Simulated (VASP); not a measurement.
# NaBe5H (P1) in VASP: relaxation of cell and atoms with PBE

Aim: the relaxation of cell and atoms of NaBe5H with PBE.

Everything below comes from runs of VASP 6.6.1. Logs are shortened: lines on timing, memory, paths and dates and some standing lists are left out, and cuts for length are marked.

### 1 The cell of the first run

The typed cell holds 7 atoms: a = 4.367 Å, b = 4.455 Å, c = 5.847 Å, α = 107.91°, β = 92.69°, γ = 119.09°.

### 2 Relaxation of cell and atoms, PBE

Input file INCAR:

```
SYSTEM = NaBe5H
PREC = Accurate
ENCUT = 600
EDIFF = 1E-6
ISMEAR = 0
SIGMA = 0.1
LREAL = .FALSE.
LASPH = .TRUE.
NELM = 100
ALGO = Normal
ISIF = 3
LWAVE = .FALSE.
LCHARG = .FALSE.
GGA = PE
IBRION = 2
NSW = 90
EDIFFG = -0.04
```

Input file KPOINTS:

```
regular mesh
0
G
  6 6 4
  0 0 0
```

Input file POSCAR:

```
NaBe5H
1.0
    4.3669195481      0.0000000000      0.0000000000
   -2.1663349955      3.8929748400      0.0000000000
   -0.2743473102     -2.2103954463      5.4057784327
Na Be H
1 5 1
Direct
    0.1236030791      0.2382682073      0.7370870355
    0.5378271963      0.5782772205      0.4078169144
    0.5500223490      0.0922101902      0.4215386317
    0.0474207634      0.5881208487      0.4242034512
    0.9973168674      0.9869039608      0.2579719315
    0.8075444308      0.6133729335      0.7594042558
    0.9362653140      0.9028466389      0.9919777798
```

Potentials or basis: VASP PAW PBE potentials, release 64 (Na_pv, Be, H).

Launch:

```bash
$ cat potpaw_PBE.64/Na_pv/POTCAR potpaw_PBE.64/Be/POTCAR potpaw_PBE.64/H/POTCAR > POTCAR
$ mpirun -np 1 vasp_std > vasp.out
```

OUTCAR:

```text
SYSTEM = NaBe5H
   PREC = Accurate
   ENCUT = 600
   EDIFF = 1E-6
   ISMEAR = 0
   LREAL = .FALSE.
   LASPH = .TRUE.
   NELM = 100
   ISIF = 3
   GGA = PE
   IBRION = 2
   NSW = 90
   EDIFFG = -0.04

 ion  position               nearest neighbor table
   1  0.124  0.238  0.737-   6 2.49   6 2.59
   2  0.538  0.578  0.408-   4 2.17   4 2.20   3 2.22   3 2.24   6 2.24   5 2.37   5 2.39
   3  0.550  0.092  0.422-   4 2.22   2 2.22   6 2.23   2 2.24   4 2.26   5 2.32
   4  0.047  0.588  0.424-   2 2.17   2 2.20   3 2.22   3 2.26   6 2.26   5 2.36
   5  0.997  0.987  0.258-   7 1.46   3 2.32   4 2.36   2 2.37   2 2.39
   6  0.808  0.613  0.759-   7 1.40   3 2.23   2 2.24   4 2.26   1 2.49   1 2.59
   7  0.936  0.903  0.992-   6 1.40   5 1.46

  LATTYP: Found a triclinic cell.
 ALAT       =     4.3669195481
 B/A-ratio  =     2.3539829513
 C/A-ratio  =     2.9621141724
 COS(alpha) =     0.0022420577
 COS(beta)  =     0.5474895321
 COS(gamma) =     0.8229354460

  Lattice vectors:

 A1 = (   4.3669195481,   0.0000000000,   0.0000000000)
 A2 = (   8.4594917860,  -2.2103954463,   5.4057784327)
 A3 = (   7.0819491640,   0.5278160526, -10.8115568654)

Analysis of symmetry for initial positions (statically):
=====================================================================
 Subroutine PRICEL returns:
 Original cell was already a primitive cell.

 Routine SETGRP: Setting up the symmetry group for a
 triclinic supercell.

 Subroutine GETGRP returns: Found  1 space group operations
 (whereof  1 operations were pure point group operations)
 out of a pool of  2 trial point group operations.

The static configuration has the point symmetry C_1 .

Analysis of symmetry for dynamics (positions and initial velocities):
=====================================================================
 Subroutine PRICEL returns:
 Original cell was already a primitive cell.

 Routine SETGRP: Setting up the symmetry group for a
 triclinic supercell.

 Subroutine GETGRP returns: Found  1 space group operations
 (whereof  1 operations were pure point group operations)
 out of a pool of  2 trial point group operations.

The dynamic configuration has the point symmetry C_1 .

 Subroutine INISYM returns: Found  1 space group operations
 (whereof  1 operations are pure point group operations),
 and found     1 'primitive' translations

----------------------------------------------------------------------------------------

                                     Primitive cell

  volume of cell :      91.8999

  direct lattice vectors                    reciprocal lattice vectors
     4.366919548  0.000000000  0.000000000     0.228994372  0.127429162  0.063726776
    -2.166334996  3.892974840  0.000000000     0.000000000  0.256872968  0.105034057
    -0.274347310 -2.210395446  5.405778433     0.000000000  0.000000000  0.184987234

  length of vectors
     4.366919548  4.455138653  5.846670415     0.269699306  0.277517341  0.184987234

  position of ions in fractional coordinates (direct lattice)
     0.123603079  0.238268207  0.737087035
     0.537827196  0.578277220  0.407816914
     0.550022349  0.092210190  0.421538632
     0.047420763  0.588120849  0.424203451
     0.997316867  0.986903961  0.257971932
     0.807544431  0.613372934  0.759404256
     0.936265314  0.902846639  0.991977780

  ion indices of the primitive-cell ions
   primitive index   ion index
                 1           1
                 2           2
                 3           3
                 4           4
                 5           5
                 6           6
                 7           7

----------------------------------------------------------------------------------------

 KPOINTS: regular mesh

Automatic generation of k-mesh.
 Grid dimensions read from file:
 generate k-points for:    6    6    4

 Generating k-lattice:

  Cartesian coordinates                     Fractional coordinates (reciprocal lattice)
     0.038165729  0.021238194  0.010621129     0.166666667  0.000000000  0.000000000
     0.000000000  0.042812161  0.017505676     0.000000000  0.166666667 -0.000000000
     0.000000000  0.000000000  0.046246809     0.000000000  0.000000000  0.250000000

  Length of vectors
     0.044949884  0.046252890  0.046246809

  Shift w.r.t. Gamma in fractional coordinates (k-lattice)
     0.000000000  0.000000000  0.000000000

 Subroutine IBZKPT returns following result:
 ===========================================

 Found     76 irreducible k-points:

 Following reciprocal coordinates:
            Coordinates               Weight
  0.000000  0.000000  0.000000      1.000000
  0.166667 -0.000000 -0.000000      2.000000
  0.333333 -0.000000  0.000000      2.000000
  0.500000  0.000000  0.000000      1.000000
  0.000000  0.166667  0.000000      2.000000
  0.166667  0.166667  0.000000      2.000000
[... 16 lines left out ...]
  0.333333 -0.000000  0.250000      2.000000
  0.500000  0.000000  0.250000      2.000000
 [... further k-points ...]
   k-points           NKPTS =     76   k-points in BZ     NKDIM =     76   number of bands    NBANDS=     13
   number of dos      NEDOS =    301   number of ions     NIONS =      7
   total plane-waves  NPLWV =  62208
   dimension x,y,z NGX =    36 NGY =   36 NGZ =   48
   dimension x,y,z NGXF=    72 NGYF=   72 NGZF=   96
   ions per type =               1   5   1
   NGX,Y,Z   is equivalent  to a cutoff of  13.70, 13.43, 13.65 a.u.
   NGXF,Y,Z  is equivalent  to a cutoff of  27.41, 26.87, 27.30 a.u.
 SYSTEM =  NaBe5H
   PREC   = accura    normal or accurate (medium, high low for compatibility)
   ISTART =      0    job   : 0-new  1-cont  2-samecut
   ICHARG =      2    charge: 1-file 2-atom 10-const
   ISPIN  =      1    spin polarized calculation?
   LNONCOLLINEAR =      F non collinear calculations
   LSORBIT =      F    spin-orbit coupling
   LASPH  =      T    aspherical Exc in radial PAW
   ENCUT  =  600.0 eV  44.10 Ry    6.64 a.u.   8.72  8.90 11.68*2*pi/ulx,y,z
   NELM   =    100;   NELMIN=  2; NELMDL= -5     # of ELM steps
   EDIFF  = 0.1E-05   stopping-criterion for ELM
   LREAL  =      F    real-space projection
   EDIFFG = -.4E-01   stopping-criterion for IOM
   NSW    =     90    number of steps for IOM
   IBRION =      2    ionic relax: 0-MD 1-quasi-New 2-CG
   NFREE  =      1    steps in history (QN), initial steepest desc. (CG)
   ISIF   =      3    stress and relaxation
   ISYM   =      2    0-nonsym 1-usesym 2-fastsym
   POTIM  = 0.5000    time-step for ionic-motion
   TEBEG  =    0.0;   TEEND  =   0.0 temperature during run
   PSTRESS=    0.0 pullay stress
   NELECT =      18.0000    total number of electrons
   NUPDOWN=      -1.0000    fix difference up-down
   EMIN   =  10.00;   EMAX   =-10.00  energy-range for DOS
   EFERMI =   0.00;   METHOD = LEGACY
   ISMEAR =     0;   SIGMA  =   0.10  broadening in eV -4-tet -1-fermi 0-gaus
   EFERMI_NEDOS =   21; number of points for ismear=-14 and -15
   IALGO  =     38    algorithm
   IMIX   =      4    mixing-type and parameters
     AMIX     =   0.40;   BMIX     =  1.00
     AMIX_MAG =   1.60;   BMIX_MAG =  1.00
  volume/ion in A,a.u.               =      13.13        88.60
  Fermi-wavevector in a.u.,A,eV,Ry     =   0.950738  1.796633 12.298332  0.903902
  Thomas-Fermi vector in A             =   2.079142
   LORBIT       =      0    0 simple, 1 ext, 2 COOP (PROOUT), +10 PAW based schemes
   GGA     = PE    functional components
   LHFCALC =     F    Hartree Fock is set to
   AEXX    =    0.0000 exact exchange contribution
   IVDW    =     0    specifies the selected vdW correction
   LEPSILON=     F    determine dielectric tensor
   LRPA    =     F    only Hartree local field effects (RPA)
 conjugate gradient relaxation of ions
 non-spin polarized calculation
 Gauss-broadening in eV      SIGMA  =   0.10
  energy-cutoff  :      600.00
  volume of cell :       91.90
 maximum number of plane-waves:      3098
   NGX = 17   NGY = 17   NGZ = 23

--------------------------------------- Ionic step        1  -------------------------------------------

 number of electron      18.0000000 magnetization

 Free energy of the ion-electron system (eV)
  ---------------------------------------------------
  ext. energy  EPLUGINS =         0.00000000
  ---------------------------------------------------
  free energy    TOTEN  =       -19.90098488 eV

  energy without entropy =      -19.89106705  energy(sigma->0) =      -19.89602596

------------------------ aborting loop because EDIFF is reached ----------------------------------------

  FORCE on cell =-STRESS in cart. coord.  units (eV):
  Direction    XX          YY          ZZ          XY          YZ          ZX
  --------------------------------------------------------------------------------------
  -------------------------------------------------------------------------------------
  Total       -0.4006060     -1.2850070     -1.1026766      0.0658885     -0.0037346      0.3894202
  in kB       -6.9841412    -22.4027359    -19.2239986      1.1486962     -0.0651086      6.7891278
  external PRESSURE =     -16.2036252 kB  Pullay stress =       0.0000000 kB
[... 104 lines left out ...]
  FREE ENERGIE OF THE ION-ELECTRON SYSTEM (eV)
  ---------------------------------------------------
  free  energy   TOTEN  =       -20.1985549195 eV

  energy  without entropy=      -20.1900402887  energy(sigma->0) =      -20.19429760

 E-fermi :   2.6030     XC(G=0):  -8.6533

 val. band max:        2.5928270736   @ k =   0.5000   0.3333  -0.0000
 cond. band min:       2.6215429217   @ k =   0.5000   0.3333   0.2500
 fundamental gap:      0.0287158481
 Fermi energy:         2.6030228214

 k-point     1 :       0.0000    0.0000    0.0000
  band No.  band energies     occupation
      1     -21.4253      2.00000
      2     -21.4155      2.00000
      3     -21.3902      2.00000
      4      -5.8237      2.00000
      5      -2.3282      2.00000
      6      -0.7509      2.00000
      7       0.7018      2.00000
      8       0.7666      2.00000
      9       1.2923      2.00000
     10       4.9268      0.00000
     11       7.0797      0.00000
     12       7.1847      0.00000
     13       7.3191      0.00000
[... 356 lines left out ...]
      2     -21.4240      2.00000
      3     -21.3887      2.00000
      4      -4.0827      2.00000
      5      -3.0940      2.00000
      6      -2.1285      2.00000
      7       0.5355      2.00000
      8       0.7603      2.00000
      9       1.0591      2.00000
     10       2.4893      1.89233
     11       5.2788      0.00000
     12       6.1749      0.00000
     13       6.5207      0.00000

 [... further k-points ...]

[... ionic steps 4 to 85 ...]

--------------------------------------- Ionic step       86  -------------------------------------------

 number of electron      18.0000001 magnetization

------------------------ aborting loop because EDIFF is reached ----------------------------------------
[... 77 lines left out ...]
--------------------------------------- Ionic step       88  -------------------------------------------

 number of electron      18.0000000 magnetization

 Free energy of the ion-electron system (eV)
  ---------------------------------------------------
  ext. energy  EPLUGINS =         0.00000000
  ---------------------------------------------------
  free energy    TOTEN  =       -22.00966350 eV

  energy without entropy =      -22.00311153  energy(sigma->0) =      -22.00638752

 E-fermi :   3.1501     XC(G=0):  -9.0045

 val. band max:        3.1169781172   @ k =   0.3333   0.5000   0.0000
 cond. band min:       3.2117017447   @ k =   0.3333   0.5000   0.0000
 fundamental gap:      0.0947236275
 Fermi energy:         3.1501222896

 k-point     1 :       0.0000    0.0000    0.0000
  band No.  band energies     occupation
      1     -20.7669      2.00000
      2     -20.7667      2.00000
      3     -20.7278      2.00000
      4      -5.5533      2.00000
      5      -2.1978      2.00000
      6      -0.0010      2.00000
      7       1.2293      2.00000
      8       1.2316      2.00000
      9       1.7859      2.00000
     10       5.2457      0.00000
     11       7.3932      0.00000
     12       7.4060      0.00000
     13       8.1382      0.00000
[... 402 lines left out ...]
  FREE ENERGIE OF THE ION-ELECTRON SYSTEM (eV)
  ---------------------------------------------------
  free  energy   TOTEN  =       -22.0096635044 eV

  energy  without entropy=      -22.0031115277  energy(sigma->0) =      -22.00638752

 reached required accuracy - stopping structural energy minimisation
```

Wall time 72 min (1 thread of Intel Xeon Platinum 8375C at 2.90GHz (Ice Lake), shared host); peak memory 0.32 GiB.

What came out:

- Free energy: -22.0097 eV
- Relaxed volume: 11.10 Å³/atom
- Relaxed cell: a = 4.174 Å, b = 4.171 Å, c = 6.589 Å, α = 128.57°, β = 72.35°, γ = 120.00°
- Space group after relaxing (to 0.1 Å): C2 (No. 5)
- Energy gained by relaxing: 301.2 meV/atom
- Ionic steps: 88
- Pressure after relaxing: 0.1 GPa
- Largest force after relaxing: 0.024 eV/Å
- Band gap on the k mesh: zero (bands 9 and 10 overlap by 0.51 eV)

Forces on the atoms (eV/Å):
```
Na   0.003  0.016 -0.009
Be  -0.004 -0.007  0.023
Be  -0.006  0.002 -0.018
Be   0.005 -0.007  0.003
Be  -0.003 -0.004  0.008
Be  -0.002  0.005 -0.012
H    0.008 -0.005  0.005
```

The path:
| step | energy change (eV) | largest force (eV/Å) | pressure (GPa) | volume (Å³) |
| --- | --- | --- | --- | --- |
| 1 | 0.0000 | 1.1079 | -1.62 | 91.90 |
| 4 | -0.0780 | 1.9358 | 9.41 | 75.20 |
| 7 | -0.5053 | 0.6004 | 1.64 | 81.98 |
| 10 | -0.6069 | 0.2971 | -0.44 | 83.74 |
| 13 | -0.6772 | 0.3375 | 0.68 | 82.98 |
| 16 | -0.7297 | 0.5762 | -0.14 | 85.18 |
| 19 | -0.7954 | 0.4155 | 0.01 | 85.95 |
| 22 | -0.8845 | 0.6319 | 0.15 | 87.52 |
| 25 | -0.9905 | 1.0867 | 0.80 | 90.84 |
| 28 | -1.1131 | 0.6656 | 0.35 | 92.00 |
| 31 | -1.2101 | 0.6655 | 0.16 | 93.68 |
| 34 | -1.4024 | 0.3116 | 0.27 | 96.85 |
| 37 | -1.4464 | 0.4033 | -0.32 | 98.73 |
| 40 | -1.4882 | 0.1865 | -0.21 | 98.14 |
| 43 | -1.5286 | 0.3150 | 0.02 | 95.28 |
| 46 | -1.5588 | 0.2702 | -0.21 | 93.03 |
| 49 | -1.5969 | 0.2672 | 0.38 | 90.32 |
| 52 | -1.6480 | 0.3946 | 0.47 | 88.51 |
| 55 | -1.7254 | 0.2633 | -0.37 | 88.59 |
| 58 | -1.7727 | 0.3118 | 0.65 | 86.93 |
| 61 | -1.8005 | 0.1614 | -0.20 | 88.19 |
| 64 | -1.8211 | 0.2702 | -0.04 | 88.00 |
| 67 | -1.8426 | 0.3434 | 0.33 | 87.06 |
| 70 | -1.8723 | 0.1812 | -0.37 | 86.73 |
| 73 | -1.9084 | 0.2402 | 0.07 | 83.93 |
| 76 | -1.9434 | 0.3804 | 0.45 | 80.05 |
| 79 | -2.0366 | 0.3289 | -0.11 | 77.89 |
| 82 | -2.0894 | 0.1737 | 0.12 | 77.69 |
| 85 | -2.1042 | 0.0976 | -0.44 | 78.29 |
| 88 | -2.1087 | 0.0242 | 0.05 | 77.68 |

Final structure:
```cif
data_structure
_symmetry_space_group_name_H-M 'P 1'
_symmetry_Int_Tables_number 1
_cell_length_a 4.1744
_cell_length_b 4.1715
_cell_length_c 6.5888
_cell_angle_alpha 128.572
_cell_angle_beta 72.349
_cell_angle_gamma 120.002
_cell_volume 77.68
loop_
_atom_site_label
_atom_site_type_symbol
_atom_site_fract_x
_atom_site_fract_y
_atom_site_fract_z
_atom_site_occupancy
Na1 Na 0.28443 0.64120 0.92877 1
Be1 Be 0.45346 0.47592 0.42706 1
Be2 Be 0.45356 0.97853 0.43135 1
Be3 Be 0.96220 0.28518 0.23884 1
Be4 Be 0.95214 0.97422 0.42668 1
Be5 Be 0.94288 0.66817 0.61877 1
H1 H 0.95133 0.97678 0.92853 1
```

Caveat: the volume moved by over 15 % at a fixed basis, so the end points are rough.

The gap in the log of VASP goes by the Fermi energy; the results here count the filled bands.